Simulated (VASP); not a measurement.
# CuF (Pm-3m) in VASP: further runs

The runs below take CuF through single point, with PBE.

Program: VASP 6.6.1. These are calculated values, not measurements. Logs are shortened: lines on timing, memory, paths and dates and some standing lists are left out, and cuts for length are marked.

**1. The cell of the first run**

Symmetry: Pm-3m, No. 221, cubic system. The conventional cell has a = 2.824 Å, b = 2.824 Å, c = 2.824 Å, α = 90.00°, β = 90.00°, γ = 90.00°. Within 3.2 Å of F (site symmetry m-3m) lie 8 Cu at 2.45 Å and 6 F at 2.82 Å. Cu (site symmetry m-3m) has 8 F at 2.45 Å and 6 Cu at 2.82 Å within 3.2 Å.

**2. Single point, PBE**

INCAR reads:

```
SYSTEM = CuF
  ALGO = Normal
  EDIFF = 1E-6
  ENCUT = 600
  GGA = PE
  GGA_COMPAT = .False.
  ISIF = 2
  ISMEAR = -1
  LASPH = .True.
  LCHARG = .False.
  LREAL = .False.
  LWAVE = .False.
  NBANDS = 16
  NELM = 120
  PREC = Accurate
  SIGMA = 0.1
```

KPOINTS reads:

```
k-points
0
Gamma
  6 6 6
  0 0 0
```

POSCAR reads:

```
CuF
1.0
    2.8236870000      0.0000000000      0.0000000000
    0.0000000000      2.8236870000      0.0000000000
    0.0000000000      0.0000000000      2.8236870000
F Cu
1 1
Direct
    0.0000000000      0.0000000000      0.0000000000
    0.5000000000      0.5000000000      0.5000000000
```

Potentials or basis: VASP PAW PBE potentials, release 64 (F, Cu).

The run is started by

```sh
> cat potpaw_PBE.64/F/POTCAR potpaw_PBE.64/Cu/POTCAR > POTCAR
> mpirun -np 1 vasp_std > vasp.out
```

OUTCAR:

```text
SYSTEM = CuF
   EDIFF = 1E-6
   ENCUT = 600
   GGA = PE
   ISIF = 2
   ISMEAR = -1
   LASPH = .True.
   LREAL = .False.
   NELM = 120
   PREC = Accurate

 ion  position               nearest neighbor table
   1  0.000  0.000  0.000-
   2  0.500  0.500  0.500-

  LATTYP: Found a simple cubic cell.
 ALAT       =     2.8236870000

  Lattice vectors:

 A1 = (   2.8236870000,   0.0000000000,   0.0000000000)
 A2 = (   0.0000000000,   2.8236870000,   0.0000000000)
 A3 = (   0.0000000000,   0.0000000000,   2.8236870000)

Analysis of symmetry for initial positions (statically):
=====================================================================
 Subroutine PRICEL returns:
 Original cell was already a primitive cell.

 Routine SETGRP: Setting up the symmetry group for a
 simple cubic supercell.

 Subroutine GETGRP returns: Found 48 space group operations
 (whereof 48 operations were pure point group operations)
 out of a pool of 48 trial point group operations.

The static configuration has the point symmetry O_h .

Analysis of symmetry for dynamics (positions and initial velocities):
=====================================================================
 Subroutine PRICEL returns:
 Original cell was already a primitive cell.

 Routine SETGRP: Setting up the symmetry group for a
 simple cubic supercell.

 Subroutine GETGRP returns: Found 48 space group operations
 (whereof 48 operations were pure point group operations)
 out of a pool of 48 trial point group operations.

The dynamic configuration has the point symmetry O_h .

 Subroutine INISYM returns: Found 48 space group operations
 (whereof 48 operations are pure point group operations),
 and found     1 'primitive' translations

----------------------------------------------------------------------------------------

                                     Primitive cell

  volume of cell :      22.5138

  direct lattice vectors                    reciprocal lattice vectors
     2.823687000  0.000000000  0.000000000     0.354146901  0.000000000  0.000000000
     0.000000000  2.823687000  0.000000000     0.000000000  0.354146901  0.000000000
     0.000000000  0.000000000  2.823687000     0.000000000  0.000000000  0.354146901

  length of vectors
     2.823687000  2.823687000  2.823687000     0.354146901  0.354146901  0.354146901

  position of ions in fractional coordinates (direct lattice)
     0.000000000  0.000000000  0.000000000
     0.500000000  0.500000000  0.500000000

  ion indices of the primitive-cell ions
   primitive index   ion index
                 1           1
                 2           2

----------------------------------------------------------------------------------------

 KPOINTS: k-points

Automatic generation of k-mesh.
 Grid dimensions read from file:
 generate k-points for:    6    6    6

 Generating k-lattice:

  Cartesian coordinates                     Fractional coordinates (reciprocal lattice)
     0.059024483  0.000000000  0.000000000     0.166666667  0.000000000  0.000000000
     0.000000000  0.059024483  0.000000000     0.000000000  0.166666667  0.000000000
     0.000000000  0.000000000  0.059024483     0.000000000  0.000000000  0.166666667

  Length of vectors
     0.059024483  0.059024483  0.059024483

  Shift w.r.t. Gamma in fractional coordinates (k-lattice)
     0.000000000  0.000000000  0.000000000

 Subroutine IBZKPT returns following result:
 ===========================================

 Found     20 irreducible k-points:

 Following reciprocal coordinates:
            Coordinates               Weight
  0.000000  0.000000  0.000000      1.000000
  0.166667  0.000000  0.000000      6.000000
  0.333333  0.000000  0.000000      6.000000
  0.500000  0.000000  0.000000      3.000000
  0.166667  0.166667  0.000000     12.000000
  0.333333  0.166667  0.000000     24.000000
[... 12 lines left out ...]
  0.500000  0.500000  0.333333      6.000000
  0.500000  0.500000  0.500000      1.000000
   k-points           NKPTS =     20   k-points in BZ     NKDIM =     20   number of bands    NBANDS=     16
   number of dos      NEDOS =    301   number of ions     NIONS =      2
   total plane-waves  NPLWV =  13824
   dimension x,y,z NGX =    24 NGY =   24 NGZ =   24
   dimension x,y,z NGXF=    48 NGYF=   48 NGZF=   48
   ions per type =               1   1
   NGX,Y,Z   is equivalent  to a cutoff of  14.13, 14.13, 14.13 a.u.
   NGXF,Y,Z  is equivalent  to a cutoff of  28.26, 28.26, 28.26 a.u.
 SYSTEM =  CuF
   PREC   = accura    normal or accurate (medium, high low for compatibility)
   ISTART =      0    job   : 0-new  1-cont  2-samecut
   ICHARG =      2    charge: 1-file 2-atom 10-const
   ISPIN  =      1    spin polarized calculation?
   LNONCOLLINEAR =      F non collinear calculations
   LSORBIT =      F    spin-orbit coupling
   LASPH  =      T    aspherical Exc in radial PAW
   ENCUT  =  600.0 eV  44.10 Ry    6.64 a.u.   5.64  5.64  5.64*2*pi/ulx,y,z
   NELM   =    120;   NELMIN=  2; NELMDL= -5     # of ELM steps
   EDIFF  = 0.1E-05   stopping-criterion for ELM
   LREAL  =      F    real-space projection
   EDIFFG = 0.1E-04   stopping-criterion for IOM
   NSW    =      0    number of steps for IOM
   IBRION =     -1    ionic relax: 0-MD 1-quasi-New 2-CG
   NFREE  =      0    steps in history (QN), initial steepest desc. (CG)
   ISIF   =      2    stress and relaxation
   ISYM   =      2    0-nonsym 1-usesym 2-fastsym
   POTIM  = 0.5000    time-step for ionic-motion
   TEBEG  =    0.0;   TEEND  =   0.0 temperature during run
   PSTRESS=    0.0 pullay stress
   NELECT =      18.0000    total number of electrons
   NUPDOWN=      -1.0000    fix difference up-down
   EMIN   =  10.00;   EMAX   =-10.00  energy-range for DOS
   EFERMI =   0.00;   METHOD = LEGACY
   ISMEAR =    -1;   SIGMA  =   0.10  broadening in eV -4-tet -1-fermi 0-gaus
   EFERMI_NEDOS =   21; number of points for ismear=-14 and -15
   IALGO  =     38    algorithm
   IMIX   =      4    mixing-type and parameters
     AMIX     =   0.40;   BMIX     =  1.00
     AMIX_MAG =   1.60;   BMIX_MAG =  1.00
  volume/ion in A,a.u.               =      11.26        75.97
  Fermi-wavevector in a.u.,A,eV,Ry     =   1.519436  2.871318 31.411581  2.308686
  Thomas-Fermi vector in A             =   2.628422
   LORBIT       =      0    0 simple, 1 ext, 2 COOP (PROOUT), +10 PAW based schemes
   GGA     = PE    functional components
   LHFCALC =     F    Hartree Fock is set to
   AEXX    =    0.0000 exact exchange contribution
   IVDW    =     0    specifies the selected vdW correction
   LEPSILON=     F    determine dielectric tensor
   LRPA    =     F    only Hartree local field effects (RPA)
 non-spin polarized calculation
  energy-cutoff  :      600.00
  volume of cell :       22.51
 maximum number of plane-waves:       768
 NGX is ok and might be reduce to    24
   NGX = 11   NGY = 11   NGZ = 11

 number of electron      18.0000012 magnetization

 Free energy of the ion-electron system (eV)
  ---------------------------------------------------
  ext. energy  EPLUGINS =         0.00000000
  ---------------------------------------------------
  free energy    TOTEN  =        -7.01225742 eV

  energy without entropy =       -6.97863364  energy(sigma->0) =       -6.99544553

 E-fermi :   4.1620     XC(G=0): -11.3430

 val. band max:        3.9475143512   @ k =   0.5000   0.5000   0.5000
 cond. band min:       4.5090826303   @ k =   0.1667   0.1667   0.0000
 fundamental gap:      0.5615682791
 Fermi energy:         4.1619954009

 k-point     1 :       0.0000    0.0000    0.0000
  band No.  band energies     occupation
      1     -19.5343      2.00000
      2      -0.0872      2.00000
      3      -0.0872      2.00000
      4      -0.0872      2.00000
      5       2.0795      2.00000
      6       2.3131      2.00000
[... 8 lines left out ...]
     15      20.0712      0.00000
     16      33.2007      0.00000

 k-point     2 :       0.1667    0.0000    0.0000
  band No.  band energies     occupation
      1     -19.4552      2.00000
      2      -1.2419      2.00000
      3      -0.1050      2.00000
      4      -0.1050      2.00000
      5       2.3608      2.00000
      6       2.6204      2.00000
[... 8 lines left out ...]
     15      23.2419      0.00000
     16      29.6869      0.00000

 k-point     3 :       0.3333    0.0000    0.0000
  band No.  band energies     occupation
      1     -19.2915      2.00000
      2      -2.6113      2.00000
      3      -0.1427      2.00000
      4      -0.1427      2.00000
      5       2.4576      2.00000
      6       3.2572      1.99976
[... 8 lines left out ...]
     15      25.7833      0.00000
     16      26.9265      0.00000

 k-point     4 :       0.5000    0.0000    0.0000
  band No.  band energies     occupation
      1     -19.2066      2.00000
      2      -3.1472      2.00000
      3      -0.1625      2.00000
      4      -0.1625      2.00000
      5       2.5067      2.00000
      6       3.5589      1.99520
[... 8 lines left out ...]
     15      23.8370      0.00000
     16      29.2290      0.00000
[... 248 lines left out ...]
 k-point    18 :       0.5000    0.3333    0.3333
  band No.  band energies     occupation
      1     -18.8595      2.00000
      2      -1.8950      2.00000
      3      -1.3976      2.00000
      4      -1.3462      2.00000
      5       3.4000      1.99902
      6       3.4461      1.99845
[... 8 lines left out ...]
     15      21.3911      0.00000
     16      23.1783      0.00000

 k-point    19 :       0.5000    0.5000    0.3333
  band No.  band energies     occupation
      1     -18.7995      2.00000
      2      -1.7865      2.00000
      3      -1.7865      2.00000
      4      -1.3444      2.00000
      5       3.5583      1.99523
      6       3.7183      1.97661
[... 8 lines left out ...]
     15      22.1219      0.00000
     16      22.1219      0.00000

 k-point    20 :       0.5000    0.5000    0.5000
  band No.  band energies     occupation
      1     -18.7395      2.00000
      2      -1.7669      2.00000
      3      -1.7669      2.00000
      4      -1.7669      2.00000
      5       3.8966      1.86853
      6       3.8966      1.86853
[... 8 lines left out ...]
     15      21.5507      0.00000
     16      21.5507      0.00000

------------------------ aborting loop because EDIFF is reached ----------------------------------------

  FORCE on cell =-STRESS in cart. coord.  units (eV):
  Direction    XX          YY          ZZ          XY          YZ          ZX
  --------------------------------------------------------------------------------------
  -------------------------------------------------------------------------------------
  Total       -0.3996270     -0.3996270     -0.3996270     -0.0000000     -0.0000000      0.0000000
  in kB      -28.4390958    -28.4390958    -28.4390958     -0.0000000     -0.0000000      0.0000000
  external PRESSURE =     -28.4390958 kB  Pullay stress =       0.0000000 kB

 VOLUME and BASIS-vectors are now :
 -----------------------------------------------------------------------------
  energy-cutoff  :      600.00
  volume of cell :       22.51
      direct lattice vectors                 reciprocal lattice vectors
     2.823687000  0.000000000  0.000000000     0.354146901  0.000000000  0.000000000
     0.000000000  2.823687000  0.000000000     0.000000000  0.354146901  0.000000000
     0.000000000  0.000000000  2.823687000     0.000000000  0.000000000  0.354146901

 POSITION                                       TOTAL-FORCE (eV/Angst)
 -----------------------------------------------------------------------------------
      0.00000      0.00000      0.00000         0.000000      0.000000      0.000000
      1.41184      1.41184      1.41184         0.000000      0.000000      0.000000
 -----------------------------------------------------------------------------------
    total drift:                                0.000000      0.000000     -0.000000

  FREE ENERGIE OF THE ION-ELECTRON SYSTEM (eV)
  ---------------------------------------------------
  free  energy   TOTEN  =        -7.0122574221 eV

  energy  without entropy=       -6.9786336439  energy(sigma->0) =       -6.99544553
```

It took 6.1 s on 1 thread of Intel Xeon 6975P-C, shared host; peak memory 0.14 GiB.

Results:

```
Free energy            : -7.0123 eV
Pressure               : -2.8 GPa
Band gap on the k mesh : zero (band 9 reaches 3.95 eV, above the bottom of band 10 at 3.64 eV)
```

Caveat: the k points lie up to 0.37 Å⁻¹ apart; semilocal functionals often make such compounds metallic where correlation or magnetic order opens a gap, which also shifts bond lengths. With open d or f shells a metallic result of PBE can be an artefact of self-interaction; +U or a hybrid may open a gap.

**3. Single point, PBE**

INCAR reads:

```
PREC = Accurate
ENCUT = 600
EDIFF = 1E-6
ISMEAR = -1
SIGMA = 0.1
LREAL = False
LASPH = True
NELM = 120
ALGO = Normal
ISIF = 2
LWAVE = False
LCHARG = False
GGA = PE
NBANDS = 16
GGA_COMPAT = False
```

KPOINTS reads:

```
Automatic mesh
0
Gamma
  6 6 6
```

POSCAR is that of step 2.

Potentials or basis: VASP PAW PBE potentials, release 64 (F, Cu).

The run is started by

```sh
> cat potpaw_PBE.64/F/POTCAR potpaw_PBE.64/Cu/POTCAR > POTCAR
> mpirun -np 1 vasp_std > vasp.out
```

It took 6.8 s on 1 thread of Intel Xeon 6975P-C, shared host; peak memory 0.14 GiB.

Results (log left out):

```yaml
Free_energy: -7.0123 eV
Pressure: -2.8 GPa
Band_gap_on_the_k_mesh: zero (band 9 reaches 3.95 eV, above the bottom of band 10 at 3.64 eV)
```

Levels at points of the mesh, in eV from the Fermi level:
```tsv
k point	band 5	band 6	band 7	band 8	band 9	band 10	band 11	band 12	band 13	band 14
(0.00, 0.00, 0.00)	-2.08	-1.85	-1.85	-0.53	-0.53	-0.53	14.71	14.71	15.91	15.91
(0.50, 0.00, 0.00)	-1.66	-0.60	-0.48	-0.37	-0.37	3.86	4.21	15.82	15.82	16.86
(0.50, 0.50, 0.00)	-1.69	-1.31	-0.86	-0.86	-0.24	4.42	7.96	7.96	14.09	20.83
(0.50, 0.50, 0.50)	-0.27	-0.27	-0.27	-0.21	-0.21	6.61	6.61	6.61	10.23	17.39
```

Caveat: the k points lie up to 0.37 Å⁻¹ apart; semilocal functionals often make such compounds metallic where correlation or magnetic order opens a gap, which also shifts bond lengths. With open d or f shells a metallic result of PBE can be an artefact of self-interaction; +U or a hybrid may open a gap.
